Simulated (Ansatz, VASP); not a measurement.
## As5S in VASP and in Ansatz

The input INCAR:

```
SYSTEM = As5S
  PREC = Accurate
  ENCUT = 520
  EDIFF = 1E-6
  ISMEAR = 0
  SIGMA = 0.1
  LREAL = .False.
  LASPH = .True.
  NELM = 80
  ALGO = Normal
  ISIF = 2
  LWAVE = .False.
  LCHARG = .False.
  GGA = PE
  NBANDS = 24
```

File KPOINTS:

```
regular mesh
0
Gamma
  8 8 8
  0 0 0
```

The input POSCAR:

```
As5S
1.0
    0.0000000000      3.9191557560      3.9191557560
    3.9191557560      0.0000000000      3.9191557560
    3.9191557560      3.9191557560      0.0000000000
As S
5 1
Direct
    0.7500000000      0.7500000000      0.7500000000
    0.3683664046      0.3683664046      0.8949007863
    0.3683664046      0.8949007863      0.3683664046
    0.3683664046      0.3683664046      0.3683664046
    0.8949007863      0.3683664046      0.3683664046
    0.0000000000      0.0000000000      0.0000000000
```

Input for Ansatz:

```yaml
crystal:
  lattice:
    - [0.0, 3.919155756, 3.919155756]
    - [3.919155756, 0.0, 3.919155756]
    - [3.919155756, 3.919155756, 0.0]
  atoms:
    - { symbol: As, position: [0.75, 0.75, 0.75] }
    - { symbol: As, position: [0.3683664046, 0.3683664046, 0.8949007863] }
    - { symbol: As, position: [0.3683664046, 0.8949007863, 0.3683664046] }
    - { symbol: As, position: [0.3683664046, 0.3683664046, 0.3683664046] }
    - { symbol: As, position: [0.8949007863, 0.3683664046, 0.3683664046] }
    - { symbol: S, position: [0.0, 0.0, 0.0] }
basis:
  ecutwfc: 420
kpoints:
  mp_grid: { grid: [8, 8, 8] }
  band_path:
    path:
      - [[0.0, 0.0, 0.0], [-0.5, -0.5, 0.0], [-0.375, -0.375, 0.25]]
      - [[-0.375, 0.0, 0.375], [0.0, 0.0, 0.0], [0.0, 0.0, 0.5], [-0.5, -0.25, 0.25], [-0.5, -0.5, 0.0]]
    npoints: 14
hamiltonian:
  xc: pbe
scf:
  occupations: { method: gaussian, width: 0.1 }
  n_extra_bands: 15
output:
  forces: true
  stress: true
  eigenvalues: true
  populations: true
  dos: { projected: true, de: 0.02, nscf_kmesh: { grid: [10, 10, 10] } }
  bader: true
  write_density: true
  write_potential: true
  elf: true
  volumetric_format: npy
```

Alike in both runs: task single point; functional PBE; k mesh 8 × 8 × 8; occupations gaussian, width 0.1 eV; no spin polarisation.

```csv
,VASP,Ansatz
version,VASP 6.6.1,Ansatz 0.2.0
potentials or method,"VASP PAW PBE potentials, release 64 (As, S), cutoff 520 eV","scalar-relativistic, plane waves, PAW"
valence electrons in the cell,31,81
```

Ansatz gave:

```
gap on the k mesh at the Fermi level (eV) : none
pressure (GPa)                            : 0.0
rms of the force components (eV/Å)        : 0.001
```

Which values does VASP return?

gap on the k mesh at the Fermi level (eV): none; pressure (GPa): 0.1; rms of the force components (eV/Å): 0.016.

Atom by atom the forces differ by 0.017 eV/Å (rms over components). A gap of «none» marks a metal or a gap that the smearing closes. The functional is the same, so the differences come from potentials, cutoffs and numerics. VASP's potentials hold 31 valence electrons a cell and Ansatz's 81, so a difference there can come from the potentials and not from the codes.
